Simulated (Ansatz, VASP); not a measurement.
**InP in VASP and in Ansatz**

Contents of INCAR:

```
ALGO = Normal
EDIFF = 1E-7
ENCUT = 520
GGA = PE
ISIF = 2
ISMEAR = -1
LASPH = T
LCHARG = F
LREAL = F
LWAVE = F
NBANDS = 16
NELM = 80
PREC = Accurate
SIGMA = 0.03
```

The input KPOINTS:

```
k-points
0
Gamma
  11 11 11
```

Contents of POSCAR:

```
InP
1.0
    0.0000000000      2.7967183404      2.7967183404
    2.7967183404      0.0000000000      2.7967183404
    2.7967183404      2.7967183404      0.0000000000
In P
1 1
Direct
    0.0000000000      0.0000000000      0.0000000000
    0.5000000000      0.5000000000      0.5000000000
```

Input for Ansatz:

```yaml
crystal:
  lattice:
    - [0.0, 2.7967183404, 2.7967183404]
    - [2.7967183404, 0.0, 2.7967183404]
    - [2.7967183404, 2.7967183404, 0.0]
  atoms:
    - { symbol: In, position: [0.0, 0.0, 0.0] }
    - { symbol: P, position: [0.5, 0.5, 0.5] }
kpoints:
  mp_grid: { grid: [11, 11, 11] }
  band_path:
    path:
      - [0.0, 0.0, 0.0]
      - [0.5, 0.0, 0.5]
      - [0.625, 0.25, 0.625]
      - [0.375, 0.375, 0.75]
      - [0.0, 0.0, 0.0]
      - [0.5, 0.5, 0.5]
      - [0.5, 0.25, 0.75]
      - [0.5, 0.0, 0.5]
    npoints: 5
scf:
  occupations: { method: fermi_dirac, width: 0.03 }
hamiltonian:
  xc: pbe
  pseudopotentials: { kind: all_electron, lapw: { basis_error: 0.00025 } }
output:
  forces: true
  stress: true
  eigenvalues: true
```

Change from the starting cell: volume scaled by 0.94.

Alike in both runs: task single point; functional PBE; k mesh 11 × 11 × 11; occupations fermi-dirac, width 0.03 eV; no spin polarisation.

```csv
,VASP,Ansatz
version,VASP 6.6.1,Ansatz 0.2.0
potentials or method,"VASP PAW PBE potentials, release 64 (In_d, P), cutoff 520 eV","all-electron LAPW, scalar-relativistic"
```

```tsv
	VASP	Ansatz	Ansatz less VASP
pressure (GPa)	-2.1	-2.0	+0.03
```

Ansatz ran all-electron here, and VASP with PAW potentials.
